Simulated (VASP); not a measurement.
Input of a VASP 6.6.1 run:

File INCAR:

```
PREC     = Accurate       # precision mode
ENCUT    = 520            # plane-wave cutoff, eV
EDIFF    = 1E-7           # SCF threshold, eV
ISMEAR   = 0              # smearing method
SIGMA    = 0.1            # smearing width, eV
LREAL    = F              # projectors in reciprocal space
LASPH    = T              # aspherical terms in the spheres
NELM     = 60             # most SCF steps
ALGO     = Normal         # electronic algorithm
ISIF     = 2              # what is computed and relaxed
LWAVE    = F              # write WAVECAR
LCHARG   = F              # write CHGCAR
GGA      = CA             # functional
NBANDS   = 30             # bands
```

File KPOINTS:

```
Automatic mesh
0
Gamma
  12 12 12
```

File POSCAR:

```
Ni3Ge
1.0
    3.4888166858      0.0000000000      0.0000000000
    0.0000000000      3.4888166858      0.0000000000
    0.0000000000      0.0000000000      3.4888166858
Ni Ge
3 1
Direct
    0.5000000000      0.0000000000      0.5000000000
    0.0000000000      0.5000000000      0.5000000000
    0.5000000000      0.5000000000      0.0000000000
    0.0000000000      0.0000000000      0.0000000000
```

Potentials or basis: VASP PAW LDA potentials, release 64 (Ni, Ge_d).

Command:

```sh
$ cat potpaw_LDA.64/Ni/POTCAR potpaw_LDA.64/Ge_d/POTCAR > POTCAR
$ mpirun -np 1 vasp_std > vasp.out
```

(1) What does it give for the band gap on the k mesh?

(2) Estimate the pressure.

Answers

(1) zero (bands 22 and 23 overlap by 0.24 eV).

(2) 0.4 GPa.
